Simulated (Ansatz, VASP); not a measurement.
**PbSe in VASP and in Ansatz**

Contents of POSCAR:

```
PbSe
1.0
    0.0000000000      3.1081261849      3.1081261849
    3.1081261849      0.0000000000      3.1081261849
    3.1081261849      3.1081261849      0.0000000000
Pb Se
1 1
Direct
    0.5000000000      0.5000000000      0.5000000000
    0.0000000000      0.0000000000      0.0000000000
```

Contents of INCAR.step1:

```
  PREC = Accurate
  ENCUT = 520
  ISMEAR = 0
  SIGMA = 0.05
  LREAL = F
  LASPH = T
  NELM = 60
  NBANDS = 17
  GGA = PE
  ALGO = Normal
  EDIFF = 1E-4
  LWAVE = T
  LCHARG = F
```

The input INCAR.step2:

```
  PREC = Accurate
  ENCUT = 520
  EDIFF = 1E-6
  ISMEAR = 0
  SIGMA = 0.05
  LREAL = F
  LASPH = T
  NELM = 60
  ALGO = Normal
  ISIF = 2
  LWAVE = F
  LCHARG = F
  METAGGA = R2SCAN
  LMIXTAU = T
  NBANDS = 17
  ISTART = 1
```

Contents of KPOINTS:

```
Automatic mesh
0
Gamma
  10 10 10
```

Input for Ansatz:

```yaml
crystal:
  lattice:
    - [0.0, 3.1081261849, 3.1081261849]
    - [3.1081261849, 0.0, 3.1081261849]
    - [3.1081261849, 3.1081261849, 0.0]
  atoms:
    - { symbol: Pb, position: [0.5, 0.5, 0.5] }
    - { symbol: Se, position: [0.0, 0.0, 0.0] }
basis:
  ecutwfc: 500
  ecutrho_ratio: 4
kpoints:
  mp_grid: { grid: [10, 10, 10] }
hamiltonian:
  xc: r2scan
scf:
  occupations: { method: gaussian, width: 0.05 }
output:
  forces: true
  stress: true
  eigenvalues: true
```

Alike in both runs: task single point; functional r2SCAN; k mesh 10 × 10 × 10; occupations gaussian, width 0.05 eV; no spin polarisation.

|  | VASP | Ansatz |
| --- | --- | --- |
| version | VASP 6.6.1 | Ansatz 0.2.0 |
| potentials or method | VASP PAW PBE potentials, release 64 (Pb_d, Se), cutoff 520 eV | scalar-relativistic, plane waves, PAW |
| valence electrons in the cell | 20 | 30 |

```tsv
	VASP	Ansatz	Ansatz less VASP
gap on the k mesh at the Fermi level (eV)	0.73	0.72	-0.006
least direct gap on the mesh (eV)	0.73	0.72	-0.006
pressure (GPa)	-0.9	-0.9	0.00
```

VASP's potentials were made for PBE, not for r2SCAN. VASP's potentials hold 20 valence electrons a cell and Ansatz's 30, so a difference there can come from the potentials and not from the codes.

Neither program's run includes spin-orbit coupling.
